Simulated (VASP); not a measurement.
# P in VASP: notebook

P is run at these levels: PBE+D3(BJ); tasks: single point.

Program: VASP 6.6.1. These are calculated values, not measurements. Logs are shortened: lines on timing, memory, paths and dates and some standing lists are left out, and cuts for length are marked.

## (1) The cell of the first run

The cell holds a slab with vacuum, 4 atoms: a = 3.323 Å, b = 4.165 Å, c = 30.338 Å, α = 90.00°, β = 90.00°, γ = 90.00°.

## (2) Single point, PBE+D3(BJ)

INCAR

```
PREC = Accurate
ENCUT = 520
EDIFF = 1E-6
ISMEAR = 0
SIGMA = 0.1
LREAL = False
LASPH = True
NELM = 80
ALGO = Normal
ISIF = 2
LWAVE = False
LCHARG = False
LDIPOL = True
IDIPOL = 3
DIPOL = 0.5 0.5 0.500
GGA = PE
IVDW = 12
NBANDS = 18
```

KPOINTS

```
regular mesh
0
Gamma
  6 4 1
```

POSCAR

```
P
1.0
    3.3228294075      0.0000000000      0.0000000000
    0.0000000000      4.1648374809      0.0000000000
    0.0000000000      0.0000000000     30.3376758692
P
4
Direct
    0.0000000000      0.5718894431      0.4642550414
    0.5000000000      0.9281105569      0.4642550414
    0.5000000000      0.0718894431      0.5357449586
    0.0000000000      0.4281105569      0.5357449586
```

Potentials or basis: VASP PAW PBE potentials, release 64 (P).

The run is started by

```sh
> cat potpaw_PBE.64/P/POTCAR > POTCAR
> mpirun -np 1 vasp_std > vasp.out
```

OUTCAR:

```text
PREC = Accurate
   ENCUT = 520
   EDIFF = 1E-6
   ISMEAR = 0
   LREAL = False
   LASPH = True
   NELM = 80
   ISIF = 2
   GGA = PE
   IVDW = 12
 IVDW          = 12

 ion  position               nearest neighbor table
   1  0.000  0.572  0.464-   2 2.23   2 2.23   4 2.25
   2  0.500  0.928  0.464-   1 2.23   1 2.23   3 2.25
   3  0.500  0.072  0.536-   4 2.23   4 2.23   2 2.25
   4  0.000  0.428  0.536-   3 2.23   3 2.23   1 2.25

  LATTYP: Found a simple orthorhombic cell.
 ALAT       =     3.3228294075
 B/A-ratio  =     1.2534009334
 C/A-ratio  =     9.1300732444

  Lattice vectors:

 A1 = (   3.3228294075,   0.0000000000,   0.0000000000)
 A2 = (   0.0000000000,   4.1648374809,   0.0000000000)
 A3 = (   0.0000000000,   0.0000000000,  30.3376758692)

Analysis of symmetry for initial positions (statically):
=====================================================================
 Subroutine PRICEL returns:
 Original cell was already a primitive cell.

 Routine SETGRP: Setting up the symmetry group for a
 simple orthorhombic supercell.

 Subroutine GETGRP returns: Found  8 space group operations
 (whereof  4 operations were pure point group operations)
 out of a pool of  8 trial point group operations.

The static configuration has the point symmetry C_2h.
 The point group associated with its full space group is D_2h.

Analysis of symmetry for dynamics (positions and initial velocities):
=====================================================================
 Subroutine PRICEL returns:
 Original cell was already a primitive cell.

 Routine SETGRP: Setting up the symmetry group for a
 simple orthorhombic supercell.

 Subroutine GETGRP returns: Found  8 space group operations
 (whereof  4 operations were pure point group operations)
 out of a pool of  8 trial point group operations.

The dynamic configuration has the point symmetry C_2h.
 The point group associated with its full space group is D_2h.

 Subroutine INISYM returns: Found  8 space group operations
 (whereof  4 operations are pure point group operations),
 and found     1 'primitive' translations

----------------------------------------------------------------------------------------

                                     Primitive cell

  volume of cell :     419.8444

  direct lattice vectors                    reciprocal lattice vectors
     3.322829407  0.000000000  0.000000000     0.300948342  0.000000000  0.000000000
     0.000000000  4.164837481  0.000000000     0.000000000  0.240105407  0.000000000
     0.000000000  0.000000000 30.337675869     0.000000000  0.000000000  0.032962314

  length of vectors
     3.322829407  4.164837481 30.337675869     0.300948342  0.240105407  0.032962314

  position of ions in fractional coordinates (direct lattice)
     0.000000000  0.571889443  0.464255041
     0.500000000  0.928110557  0.464255041
     0.500000000  0.071889443  0.535744959
     0.000000000  0.428110557  0.535744959

  ion indices of the primitive-cell ions
   primitive index   ion index
                 1           1
                 2           2
                 3           3
                 4           4

----------------------------------------------------------------------------------------

 KPOINTS: regular mesh

Automatic generation of k-mesh.
 Grid dimensions read from file:
 generate k-points for:    6    4    1

 Generating k-lattice:

  Cartesian coordinates                     Fractional coordinates (reciprocal lattice)
     0.050158057  0.000000000  0.000000000     0.166666667  0.000000000  0.000000000
     0.000000000  0.060026352  0.000000000     0.000000000  0.250000000  0.000000000
     0.000000000  0.000000000  0.032962314     0.000000000  0.000000000  1.000000000

  Length of vectors
     0.050158057  0.060026352  0.032962314

  Shift w.r.t. Gamma in fractional coordinates (k-lattice)
     0.000000000  0.000000000  0.000000000

 Subroutine IBZKPT returns following result:
 ===========================================

 Found     12 irreducible k-points:

 Following reciprocal coordinates:
            Coordinates               Weight
  0.000000  0.000000  0.000000      1.000000
  0.166667  0.000000  0.000000      2.000000
  0.333333  0.000000  0.000000      2.000000
  0.500000  0.000000  0.000000      1.000000
  0.000000  0.250000  0.000000      2.000000
  0.166667  0.250000  0.000000      4.000000
  0.333333  0.250000  0.000000      4.000000
  0.500000  0.250000  0.000000      2.000000
  0.000000  0.500000  0.000000      1.000000
  0.166667  0.500000  0.000000      2.000000
  0.333333  0.500000  0.000000      2.000000
  0.500000  0.500000  0.000000      1.000000
   k-points           NKPTS =     12   k-points in BZ     NKDIM =     12   number of bands    NBANDS=     18
   number of dos      NEDOS =    301   number of ions     NIONS =      4
   total plane-waves  NPLWV = 215040
   dimension x,y,z NGX =    28 NGY =   32 NGZ =  240
   dimension x,y,z NGXF=    56 NGYF=   64 NGZF=  480
   ions per type =               4
   NGX,Y,Z   is equivalent  to a cutoff of  14.01, 12.77, 13.15 a.u.
   NGXF,Y,Z  is equivalent  to a cutoff of  28.02, 25.55, 26.30 a.u.
 SYSTEM =  unknown system
   PREC   = accura    normal or accurate (medium, high low for compatibility)
   ISTART =      0    job   : 0-new  1-cont  2-samecut
   ICHARG =      2    charge: 1-file 2-atom 10-const
   ISPIN  =      1    spin polarized calculation?
   LNONCOLLINEAR =      F non collinear calculations
   LSORBIT =      F    spin-orbit coupling
   LASPH  =      T    aspherical Exc in radial PAW
   ENCUT  =  520.0 eV  38.22 Ry    6.18 a.u.   6.18  7.74 56.41*2*pi/ulx,y,z
   NELM   =     80;   NELMIN=  2; NELMDL= -5     # of ELM steps
   EDIFF  = 0.1E-05   stopping-criterion for ELM
   LREAL  =      F    real-space projection
   EDIFFG = 0.1E-04   stopping-criterion for IOM
   NSW    =      0    number of steps for IOM
   IBRION =     -1    ionic relax: 0-MD 1-quasi-New 2-CG
   NFREE  =      0    steps in history (QN), initial steepest desc. (CG)
   ISIF   =      2    stress and relaxation
   ISYM   =      2    0-nonsym 1-usesym 2-fastsym
   POTIM  = 0.5000    time-step for ionic-motion
   TEBEG  =    0.0;   TEEND  =   0.0 temperature during run
   PSTRESS=    0.0 pullay stress
   NELECT =      20.0000    total number of electrons
   NUPDOWN=      -1.0000    fix difference up-down
   EMIN   =  10.00;   EMAX   =-10.00  energy-range for DOS
   EFERMI =   0.00;   METHOD = LEGACY
   ISMEAR =     0;   SIGMA  =   0.10  broadening in eV -4-tet -1-fermi 0-gaus
   EFERMI_NEDOS =   21; number of points for ismear=-14 and -15
   IALGO  =     38    algorithm
   IMIX   =      4    mixing-type and parameters
     AMIX     =   0.40;   BMIX     =  1.00
     AMIX_MAG =   1.60;   BMIX_MAG =  1.00
  volume/ion in A,a.u.               =     104.96       708.31
  Fermi-wavevector in a.u.,A,eV,Ry     =   0.593456  1.121470  4.791840  0.352190
  Thomas-Fermi vector in A             =   1.642662
   LORBIT       =      0    0 simple, 1 ext, 2 COOP (PROOUT), +10 PAW based schemes
   GGA     = PE    functional components
   LHFCALC =     F    Hartree Fock is set to
   AEXX    =    0.0000 exact exchange contribution
   IVDW    =    12    specifies the selected vdW correction
   LEPSILON=     F    determine dielectric tensor
   LRPA    =     F    only Hartree local field effects (RPA)
 non-spin polarized calculation
 Gauss-broadening in eV      SIGMA  =   0.10
  energy-cutoff  :      520.00
  volume of cell :      419.84
 maximum number of plane-waves:     11360
 NGX is ok and might be reduce to    28
   NGX = 13   NGY = 15   NGZ =113

 number of electron      19.9999995 magnetization

 dipolmoment           0.000000      0.000000     -0.000000 electrons x Angstroem

 Free energy of the ion-electron system (eV)
  ---------------------------------------------------
  ext. energy  EPLUGINS =         0.00000000
  ---------------------------------------------------
  free energy    TOTEN  =       -21.33317214 eV

  energy without entropy =      -21.33283023  energy(sigma->0) =      -21.33300119

 E-fermi :  -2.4608     XC(G=0):  -2.1285

 val. band max:       -2.6226519470   @ k =   0.0000   0.0000   0.0000
 cond. band min:      -2.2988545474   @ k =   0.0000   0.0000   0.0000
 fundamental gap:      0.3237973996
 Fermi energy:        -2.4607532085

 k-point     1 :       0.0000    0.0000    0.0000
  band No.  band energies     occupation
      1     -18.0705      2.00000
      2     -15.3127      2.00000
      3     -11.3097      2.00000
      4      -8.6278      2.00000
      5      -7.5993      2.00000
      6      -6.9472      2.00000
[... 10 lines left out ...]
     17       2.0067      0.00000
     18       2.2678      0.00000

 k-point     2 :       0.1667    0.0000    0.0000
  band No.  band energies     occupation
      1     -17.7413      2.00000
      2     -14.9725      2.00000
      3     -11.7495      2.00000
      4      -8.3589      2.00000
      5      -7.8011      2.00000
      6      -7.4377      2.00000
[... 10 lines left out ...]
     17       2.2322      0.00000
     18       2.3866      0.00000

 k-point     3 :       0.3333    0.0000    0.0000
  band No.  band energies     occupation
      1     -16.7698      2.00000
      2     -13.9608      2.00000
      3     -13.3109      2.00000
      4     -10.1150      2.00000
      5      -7.6805      2.00000
      6      -7.6503      2.00000
[... 10 lines left out ...]
     17       2.8637      0.00000
     18       3.0564      0.00000

 k-point     4 :       0.5000    0.0000    0.0000
  band No.  band energies     occupation
      1     -15.2217      2.00000
      2     -15.2217      2.00000
      3     -12.3101      2.00000
      4     -12.3101      2.00000
      5      -7.1892      2.00000
      6      -7.1892      2.00000
[... 10 lines left out ...]
     17       4.1056      0.00000
     18       4.1056      0.00000

 k-point     5 :       0.0000    0.2500    0.0000
  band No.  band energies     occupation
      1     -17.6714      2.00000
      2     -15.5434      2.00000
      3     -12.0498      2.00000
      4      -9.8031      2.00000
      5      -7.1790      2.00000
      6      -6.1542      2.00000
[... 10 lines left out ...]
     17       2.3244      0.00000
     18       2.3276      0.00000

 k-point     6 :       0.1667    0.2500    0.0000
  band No.  band energies     occupation
      1     -17.3476      2.00000
      2     -15.2266      2.00000
      3     -12.0730      2.00000
      4      -9.6842      2.00000
      5      -8.0793      2.00000
      6      -7.2033      2.00000
[... 10 lines left out ...]
     17       2.4088      0.00000
     18       2.5269      0.00000

 k-point     7 :       0.3333    0.2500    0.0000
  band No.  band energies     occupation
      1     -16.4009      2.00000
      2     -14.4024      2.00000
      3     -12.7776      2.00000
      4     -10.4644      2.00000
      5      -8.9345      2.00000
      6      -7.8377      2.00000
[... 10 lines left out ...]
     17       3.3514      0.00000
     18       3.8393      0.00000

 k-point     8 :       0.5000    0.2500    0.0000
  band No.  band energies     occupation
      1     -14.9686      2.00000
      2     -14.9686      2.00000
      3     -12.3461      2.00000
      4     -12.3461      2.00000
      5      -7.9984      2.00000
      6      -7.9984      2.00000
[... 10 lines left out ...]
     17       3.2332      0.00000
     18       3.2332      0.00000

 k-point     9 :       0.0000    0.5000    0.0000
  band No.  band energies     occupation
      1     -16.6033      2.00000
      2     -16.6033      2.00000
      3     -11.5889      2.00000
      4     -11.5889      2.00000
      5      -6.0937      2.00000
      6      -6.0937      2.00000
[... 10 lines left out ...]
     17       3.5233      0.00000
     18       3.5233      0.00000

 k-point    10 :       0.1667    0.5000    0.0000
  band No.  band energies     occupation
      1     -16.2944      2.00000
      2     -16.2944      2.00000
      3     -11.4257      2.00000
      4     -11.4257      2.00000
      5      -7.3557      2.00000
      6      -7.3557      2.00000
[... 10 lines left out ...]
     17       3.6424      0.00000
     18       3.6424      0.00000

 k-point    11 :       0.3333    0.5000    0.0000
  band No.  band energies     occupation
      1     -15.4322      2.00000
      2     -15.4322      2.00000
      3     -11.6190      2.00000
      4     -11.6190      2.00000
      5      -8.8568      2.00000
      6      -8.8568      2.00000
[... 10 lines left out ...]
     17       4.6860      0.00000
     18       4.6890      0.00000

 k-point    12 :       0.5000    0.5000    0.0000
  band No.  band energies     occupation
      1     -14.6373      2.00000
      2     -14.6373      2.00000
      3     -12.5176      2.00000
      4     -12.5176      2.00000
      5      -8.0929      2.00000
      6      -8.0929      2.00000
[... 10 lines left out ...]
     17       3.6703      0.00000
     18       3.6703      0.00000

------------------------ aborting loop because EDIFF is reached ----------------------------------------

 vacuum level on the upper side and lower side of the slab       (xc-potential included)        -0.006        -0.006

 Edisp (eV)   -1.04519

 E8    (eV) :    -0.4239

  FORCE on cell =-STRESS in cart. coord.  units (eV):
  Direction    XX          YY          ZZ          XY          YZ          ZX
  --------------------------------------------------------------------------------------
  -------------------------------------------------------------------------------------
  Total       0.95441     0.94656    -0.95806     0.00000     0.00000     0.00000
  in kB       3.64214     3.61220    -3.65607     0.00000     0.00000     0.00000
  external pressure =        1.20 kB  Pullay stress =        0.00 kB

 VOLUME and BASIS-vectors are now :
 -----------------------------------------------------------------------------
  energy-cutoff  :      520.00
  volume of cell :      419.84
      direct lattice vectors                 reciprocal lattice vectors
     3.322829407  0.000000000  0.000000000     0.300948342  0.000000000  0.000000000
     0.000000000  4.164837481  0.000000000     0.000000000  0.240105407  0.000000000
     0.000000000  0.000000000 30.337675869     0.000000000  0.000000000  0.032962314

 POSITION                                       TOTAL-FORCE (eV/Angst)
 -----------------------------------------------------------------------------------
      0.00000      2.38183     14.08442        -0.000000      0.054071      0.217324
      1.66141      3.86543     14.08442         0.000000     -0.054071      0.217324
      1.66141      0.29941     16.25326        -0.000000      0.054071     -0.217324
      0.00000      1.78301     16.25326         0.000000     -0.054071     -0.217324
 -----------------------------------------------------------------------------------
    total drift:                               -0.000000     -0.000000      0.000000

  FREE ENERGIE OF THE ION-ELECTRON SYSTEM (eV)
  ---------------------------------------------------
  free  energy   TOTEN  =       -22.3783573370 eV

  energy  without entropy=      -22.3780154302  energy(sigma->0) =      -22.37818638

 vacuum level on the upper side and lower side of the slab         1.952         1.952
```

Run time: 3.5 min. Hardware: 1 thread of Intel Xeon Platinum 8259CL at 2.50GHz (Skylake/Cascade Lake), shared host; peak memory 0.5 GiB.

What came out:

```yaml
Free_energy: -22.3784 eV
Largest_force: 0.224 eV/Å
Band_gap_on_the_k_mesh: 0.32 eV, direct
Dispersion_energy_per_atom: -0.261 eV
```

Forces in eV/Å, atoms in the order of the input:
```
P    0.000  0.054  0.217
P    0.000 -0.054  0.217
P    0.000  0.054 -0.217
P    0.000 -0.054 -0.217
```

## (3) Single point, PBE+D3(BJ)

This run uses another cell than the first one, of 110.98 Å³/atom, 1.057 times its volume.

INCAR

```
SYSTEM = P
ALGO = Normal
DIPOL = 0.5 0.5 0.500
EDIFF = 1E-7
ENCUT = 520
GGA = PE
IDIPOL = 3
ISIF = 2
ISMEAR = 0
IVDW = 12
LASPH = .True.
LCHARG = .False.
LDIPOL = .True.
LREAL = .False.
LWAVE = .False.
NBANDS = 18
NELM = 100
PREC = Accurate
SIGMA = 0.02
```

KPOINTS

```
k-points
0
Gamma
  6 4 1
  0 0 0
```

POSCAR

```
P
1.0
    3.2961957556      0.0000000000      0.0000000000
    0.0000000000      4.4391263596      0.0000000000
    0.0000000000      0.0000000000     30.3376758692
P
4
Direct
    0.0000000000      0.5825038165      0.4650088327
    0.5000000000      0.9174961835      0.4650088327
    0.5000000000      0.0825038165      0.5349911673
    0.0000000000      0.4174961835      0.5349911673
```

Potentials or basis: VASP PAW PBE potentials, release 64 (P).

The run is started by

```sh
> cat potpaw_PBE.64/P/POTCAR > POTCAR
> mpirun -np 1 vasp_std > vasp.out
```

It took 5.9 min on 1 thread of Intel Xeon 6975P-C, shared host; peak memory 0.55 GiB.

The run converged. Its results:

| Property | Result |
| --- | --- |
| Free energy | -22.4203 eV |
| Largest force | 0.076 eV/Å |
| Band gap on the k mesh | 0.74 eV, direct |
| Dispersion energy per atom | -0.247 eV |

Forces on the atoms (eV/Å):
```
P    0.000  0.006  0.076
P    0.000 -0.006  0.076
P    0.000  0.006 -0.076
P    0.000 -0.006 -0.076
```

Levels at points of the mesh, in eV from the valence-band top:
```tsv
k point	band 8	band 9	band 10	band 11	band 12	band 13
(0.00, 0.00, 0.00)	-1.87	-1.76	0.00	0.74	1.58	2.74
(0.50, 0.00, 0.00)	-2.74	-2.04	-2.04	1.31	1.31	1.96
(0.00, 0.50, 0.00)	-2.55	-1.03	-1.03	2.11	2.11	3.48
(0.50, 0.50, 0.00)	-4.87	-1.31	-1.31	2.42	2.42	4.28
```
